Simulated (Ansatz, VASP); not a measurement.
SiC: VASP beside Ansatz

Contents of INCAR:

```
PREC = Accurate
ENCUT = 600
EDIFF = 1E-6
ISMEAR = 0
SIGMA = 0.02
LREAL = False
LASPH = True
NELM = 60
ALGO = Normal
ISIF = 3
LWAVE = False
LCHARG = False
GGA = PS
IBRION = 2
NSW = 100
EDIFFG = -0.005
```

Contents of KPOINTS:

```
regular mesh
0
Gamma
  12 12 2
```

File POSCAR:

```
SiC
1.0
    3.0950000000      0.0000000000      0.0000000000
   -1.5475000000      2.6803486247      0.0000000000
    0.0000000000      0.0000000000     15.1700000000
Si C
6 6
Direct
    0.0000000000      0.0000000000      0.1250000000
    0.0000000000      0.0000000000      0.6250000000
    0.3333333333      0.6666666667      0.2917000000
    0.6666666667      0.3333333333      0.7917000000
    0.3333333333      0.6666666667      0.9583000000
    0.6666666667      0.3333333333      0.4583000000
    0.0000000000      0.0000000000      0.0000000000
    0.0000000000      0.0000000000      0.5000000000
    0.3333333333      0.6666666667      0.1667000000
    0.6666666667      0.3333333333      0.6667000000
    0.3333333333      0.6666666667      0.8333000000
    0.6666666667      0.3333333333      0.3333000000
```

Input for Ansatz:

```yaml
crystal:
  lattice:
    - [3.095, 0.0, 0.0]
    - [-1.5475, 2.6803486247, 0.0]
    - [0.0, 0.0, 15.17]
  atoms:
    - { symbol: Si, position: [0.0, 0.0, 0.125] }
    - { symbol: Si, position: [0.0, 0.0, 0.625] }
    - { symbol: Si, position: [0.3333333333, 0.6666666667, 0.2917] }
    - { symbol: Si, position: [0.6666666667, 0.3333333333, 0.7917] }
    - { symbol: Si, position: [0.3333333333, 0.6666666667, 0.9583] }
    - { symbol: Si, position: [0.6666666667, 0.3333333333, 0.4583] }
    - { symbol: C, position: [0.0, 0.0, 0.0] }
    - { symbol: C, position: [0.0, 0.0, 0.5] }
    - { symbol: C, position: [0.3333333333, 0.6666666667, 0.1667] }
    - { symbol: C, position: [0.6666666667, 0.3333333333, 0.6667] }
    - { symbol: C, position: [0.3333333333, 0.6666666667, 0.8333] }
    - { symbol: C, position: [0.6666666667, 0.3333333333, 0.3333] }
basis:
  ecutwfc: 420
kpoints:
  mp_grid: { grid: [12, 12, 2] }
hamiltonian:
  xc: pbesol
scf:
  occupations: { method: gaussian, width: 0.02 }
output:
  forces: true
  stress: true
  eigenvalues: true
  write_density: true
  write_potential: true
  elf: true
  volumetric_format: npy
relax:
  adjacent_minimum: "off"
  f_tol: 0.005
  max_steps: 80
  cell: { stress_tol: 0.05 }
```

Alike in both runs: task relaxation of cell and atoms; functional PBEsol; k mesh 12 × 12 × 2; occupations gaussian, width 0.02 eV; no spin polarisation.

|  | VASP | Ansatz |
| --- | --- | --- |
| version | VASP 6.6.1 | Ansatz 0.2.0 |
| potentials or method | VASP PAW PBE potentials, release 64 (Si, C), cutoff 600 eV | scalar-relativistic, plane waves, PAW |
| valence electrons in the cell | 48 | 48 |

|  | VASP | Ansatz | Ansatz less VASP |
| --- | --- | --- | --- |
| gap on the k mesh at the Fermi level, each at its own relaxed structure (eV) | 1.91 | 1.92 | +0.008 |
| relaxed volume (Å³/atom) | 10.34 | 10.34 | -0.008 |
| relaxed cell length with the largest relative difference (Å) | 15.112 | 15.108 | -0.0040 |

VASP's potentials were made for PBE, not for PBEsol.
